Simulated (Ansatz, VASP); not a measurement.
## Two plane-wave programs on C

```xyz
2
Lattice="2.4561 0.0000 0.0000 -1.2280 2.1270 0.0000 0.0000 0.0000 13.0536" Properties=species:S:1:pos:R:3 pbc="T T T"
C     1.2280    0.7090    6.5000
C     0.0000    1.4180    6.5536
```

Alike in both runs: task single point; functional PBE; k mesh 30 × 30 × 1; occupations gaussian, width 0.05 eV; no spin polarisation.

```csv
,VASP,Ansatz
version,VASP 6.6.1,Ansatz 0.2.0
potentials or method,"VASP PAW PBE potentials, release 64 (C), cutoff 520 eV","scalar-relativistic, plane waves, PAW"
valence electrons in the cell,8,8
```

```csv
,VASP,Ansatz,Ansatz less VASP
rms of the force components (eV/Å),0.518,0.519,+0.0017
```

Atom by atom the forces differ by 0.002 eV/Å (rms over components).
